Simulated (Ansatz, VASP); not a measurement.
Given: the input of a run of VASP 6.6.1 on MnS.

File INCAR:

```
PREC = Accurate
ENCUT = 600
EDIFF = 1E-6
ISMEAR = -1
SIGMA = 0.05
LREAL = False
LASPH = True
NELM = 200
ALGO = Normal
ISIF = 2
LWAVE = False
LCHARG = False
ISPIN = 2
MAGMOM = 3 0
LORBIT = 11
NUPDOWN = 3.0
LMAXMIX = 4
GGA = PE
NBANDS = 22
GGA_COMPAT = False
```

The input KPOINTS:

```
Automatic mesh
0
Gamma
  8 8 8
```

Contents of POSCAR:

```
MnS
1.0
    1.8299960138      1.0565486912      2.9709202777
   -1.8299960138      1.0565486912      2.9709202777
    0.0000000000     -2.1130973823      2.9709202777
Mn S
1 1
Direct
    0.0000000000      0.0000000000      0.0000000000
    0.5000000000      0.5000000000      0.5000000000
```

Potentials or basis: VASP PAW PBE potentials, release 64 (Mn_sv, S).

Launch:

```bash
$ cat potpaw_PBE.64/Mn_sv/POTCAR potpaw_PBE.64/S/POTCAR > POTCAR
$ mpirun -np 1 vasp_std > vasp.out
```

Q: Translate it to Ansatz 0.2.0. Potentials there: Ansatz PAW.

A: As run (the cutoff follows the program's own potentials):

File input.yaml:

```yaml
crystal:
  lattice:
    - [1.8299960138, 1.0565486912, 2.9709202777]
    - [-1.8299960138, 1.0565486912, 2.9709202777]
    - [0.0, -2.1130973823, 2.9709202777]
  atoms:
    - { symbol: Mn, position: [0.0, 0.0, 0.0], spin: 3.0 }
    - { symbol: S, position: [0.5, 0.5, 0.5] }
hamiltonian:
  xc: pbe
  pseudopotentials: { kind: paw }
magnetization:
  spin_polarized: true
  initial_magnetization: 3.0
  spin_locking: { lock_magnetization: hard }
kpoints:
  mp_grid: { grid: [8, 8, 8] }
scf:
  occupations: { method: fermi_dirac, width: 0.05 }
  lower_state_search: "off"
output:
  forces: true
  stress: true
  eigenvalues: true
```

Potentials or basis: Ansatz PAW.

The run is started by

```bash
$ ansatz run input.yaml --threads 2 --pin off --max-ram 5632MiB --backend cpu --events-out ev --progress --plain --runs-dir out
```

Both were run:

|  | VASP | Ansatz | Ansatz less VASP |
| --- | --- | --- | --- |
| pressure (GPa) | -16.6 | -15.7 | +0.90 |
| traceless stress, the component that is largest in VASP (GPa) | 0.27 | 0.27 | +0.001 |
| net moment per atom (μB) | 1.50 | 1.50 | 0.000 |
| size of the moment on the site where the two differ most (μB) | 2.86 | 2.96 | +0.100 |

Site moments also hang on the region over which each program counts them. The functional is the same, so the differences come from potentials, cutoffs and numerics.
